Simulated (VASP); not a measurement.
# PbS (P-6m2) in VASP: further runs, part 2 of 2

VASP 6.6.1.

### 6 Single point, PBE0

This run uses another cell than the first one, of 26.83 Å³/atom.

POSCAR reads:

```
PbS
1.0
    4.0477957652      0.0000000000      0.0000000000
   -2.0238978826      3.5054939620      0.0000000000
    0.0000000000      0.0000000000      3.7810261832
Pb S
1 1
Direct
    0.0000000000      0.0000000000      0.0000000000
    0.6666666667      0.3333333333      0.5000000000
```

INCAR.step1 reads:

```
SYSTEM = PbS
  ALGO = Normal
  EDIFF = 1E-5
  ENCUT = 520
  GGA = PE
  ISIF = 2
  ISMEAR = -1
  LASPH = .TRUE.
  LREAL = .FALSE.
  LWAVE = .TRUE.
  NBANDS = 17
  NELM = 60
  PREC = Accurate
  SIGMA = 0.05
```

INCAR.step2 reads:

```
SYSTEM = PbS
  AEXX = 0.25
  ALGO = Normal
  EDIFF = 1E-7
  ENCUT = 520
  GGA = PE
  ISIF = 2
  ISMEAR = -1
  ISTART = 1
  LASPH = .TRUE.
  LCHARG = .TRUE.
  LELF = .TRUE.
  LHFCALC = .TRUE.
  LREAL = .FALSE.
  LVHAR = .TRUE.
  LWAVE = .FALSE.
  NBANDS = 17
  NELM = 60
  PREC = Accurate
  PRECFOCK = Normal
  SIGMA = 0.05
```

KPOINTS reads:

```
k-points
0
G
  4 4 4
  0 0 0
```

Potentials or basis: VASP PAW PBE potentials, release 64 (Pb_d, S).

On the command line:

```
$ cat potpaw_PBE.64/Pb_d/POTCAR potpaw_PBE.64/S/POTCAR > POTCAR
$ cp INCAR.step1 INCAR
$ mpirun -np 1 vasp_std > vasp.out
$ cp INCAR.step2 INCAR
$ mpirun -np 1 vasp_std > vasp.out
```

OUTCAR:

```text
SYSTEM = PbS
   AEXX = 0.25
   EDIFF = 1E-7
   ENCUT = 520
   GGA = PE
   ISIF = 2
   ISMEAR = -1
   ISTART = 1
   LASPH = .TRUE.
   LHFCALC = .TRUE.
   LREAL = .FALSE.
   NELM = 60
   PREC = Accurate
   PRECFOCK = Normal

 ion  position               nearest neighbor table
   1  0.000  0.000  0.000-   2 3.01   2 3.01   2 3.01   2 3.01   2 3.01   2 3.01
   2  0.667  0.333  0.500-   1 3.01   1 3.01   1 3.01   1 3.01   1 3.01   1 3.01

  LATTYP: Found a hexagonal cell.
 ALAT       =     4.0477957652
[... 424 lines left out ...]

  FORCE on cell =-STRESS in cart. coord.  units (eV):
  Direction    XX          YY          ZZ          XY          YZ          ZX
  --------------------------------------------------------------------------------------
  -------------------------------------------------------------------------------------
  Total       -0.0755985     -0.0755985     -0.0682137      0.0000000     -0.0000000      0.0000000
  in kB       -2.2575959     -2.2575959     -2.0370632      0.0000000     -0.0000000      0.0000000
  external PRESSURE =      -2.1840850 kB  Pullay stress =       0.0000000 kB

 VOLUME and BASIS-vectors are now :
 -----------------------------------------------------------------------------
  energy-cutoff  :      520.00
  volume of cell :       53.65
      direct lattice vectors                 reciprocal lattice vectors
     4.047795765  0.000000000  0.000000000     0.247048038  0.142633251  0.000000000
    -2.023897883  3.505493962  0.000000000     0.000000000  0.285266502  0.000000000
     0.000000000  0.000000000  3.781026183     0.000000000  0.000000000  0.264478465

 POSITION                                       TOTAL-FORCE (eV/Angst)
 -----------------------------------------------------------------------------------
      0.00000      0.00000      0.00000         0.000000      0.000000      0.000000
      2.02390      1.16850      1.89051        -0.000000     -0.000000      0.000000
 -----------------------------------------------------------------------------------
    total drift:                                0.000000      0.000000     -0.000001

  FREE ENERGIE OF THE ION-ELECTRON SYSTEM (eV)
  ---------------------------------------------------
  free  energy   TOTEN  =       -11.1873308304 eV

  energy  without entropy=      -11.1873297805  energy(sigma->0) =      -11.18733031
```

OUTCAR.step1:

```text
SYSTEM = PbS
   EDIFF = 1E-5
   ENCUT = 520
   GGA = PE
   ISIF = 2
   ISMEAR = -1
   LASPH = .TRUE.
[... 446 lines left out ...]
      0.00000      0.00000      0.00000         0.000000     -0.000000      0.000000
      2.02390      1.16850      1.89051        -0.000000      0.000000      0.000000
 -----------------------------------------------------------------------------------
    total drift:                               -0.000000      0.000000      0.000000

  FREE ENERGIE OF THE ION-ELECTRON SYSTEM (eV)
  ---------------------------------------------------
  free  energy   TOTEN  =        -8.5120618782 eV

  energy  without entropy=       -8.5083068261  energy(sigma->0) =       -8.51018435
```

OSZICAR.step1:

```text
N       E                     dE             d eps       ncg     rms          rms(c)
DAV:   1     0.165392330227E+03    0.16539E+03   -0.98334E+03   408   0.125E+03
DAV:   2     0.374708602739E+01   -0.16165E+03   -0.15627E+03   442   0.322E+02
DAV:   3    -0.878802827013E+01   -0.12535E+02   -0.12180E+02   530   0.933E+01
DAV:   4    -0.910826353538E+01   -0.32024E+00   -0.31998E+00   519   0.167E+01
DAV:   5    -0.912061299005E+01   -0.12349E-01   -0.12348E-01   591   0.316E+00    0.460E+00
DAV:   6    -0.851837979476E+01    0.60223E+00   -0.16424E+00   644   0.874E+00    0.332E+00
DAV:   7    -0.851203058864E+01    0.63492E-02   -0.15240E-01   519   0.200E+00    0.188E+00
DAV:   8    -0.851274678800E+01   -0.71620E-03   -0.21949E-02   500   0.140E+00    0.229E-01
DAV:   9    -0.851180753208E+01    0.93926E-03   -0.66038E-03   631   0.565E-01    0.131E-01
DAV:  10    -0.851203201240E+01   -0.22448E-03   -0.63872E-04   487   0.145E-01    0.687E-02
DAV:  11    -0.851205930042E+01   -0.27288E-04   -0.83750E-05   562   0.684E-02    0.135E-02
DAV:  12    -0.851206187823E+01   -0.25778E-05   -0.94856E-06   398   0.396E-02
   1 F= -.85120619E+01 E0= -.85101844E+01  d E =-.375505E-02
```

Run time: 10 min. Hardware: 1 thread of Intel Xeon Platinum 8259CL at 2.50GHz (Skylake/Cascade Lake), shared host; peak memory 0.18 GiB.

Results:

```
Free energy            : -11.1873 eV
Pressure               : -0.2 GPa
Band gap on the k mesh : 1.14 eV (least direct gap 2.00 eV)
```

Caveat: the k points lie up to 0.45 Å⁻¹ apart; the PAW data sets were made with another functional, which shifts forces and pressure a little; spin-orbit coupling is left out, which moves the levels of the heavy elements.

### 7 The runs side by side

| level | cell | screening parameter | gap on the mesh (eV) | pressure (GPa) |
| --- | --- | --- | --- | --- |
| PBE-based screened hybrid with 25 % exact exchange | a = 4.090, b = 4.090, c = 3.788 Å, angles 90.0, 90.0, 120.0°, 2 atoms | 0.1 1/Å | 0.92 | -1.4 |
| PBE-based screened hybrid with 25 % exact exchange | a = 4.090, b = 4.090, c = 3.788 Å, angles 90.0, 90.0, 120.0°, 2 atoms | 0.15 1/Å | 0.76 | -1.3 |
| PBE-based screened hybrid with 25 % exact exchange | a = 4.090, b = 4.090, c = 3.788 Å, angles 90.0, 90.0, 120.0°, 2 atoms | 0.2 1/Å | 0.65 | -1.2 |
| PBEsol-based global hybrid with 25 % exact exchange | a = 3.991, b = 3.991, c = 3.751 Å, angles 90.0, 90.0, 120.0°, 2 atoms | - | 0.82 | -0.2 |
| PBE0 | a = 4.048, b = 4.048, c = 3.781 Å, angles 90.0, 90.0, 120.0°, 2 atoms | - | 1.14 | -0.2 |

Alike in all rows: task single point; potentials or basis VASP PAW PBE potentials, release 64 (Pb_d, S); no spin polarisation; k mesh 4 × 4 × 4; cutoff (eV) 520; smearing fermi-dirac 0.05 eV.

Caveats: all runs use coarse meshes; the PAW data sets were made with another functional, which shifts forces and pressure a little; spin-orbit coupling is left out, which moves the levels of the heavy elements.

Absolute energies hang on the potentials; compare differences alone.
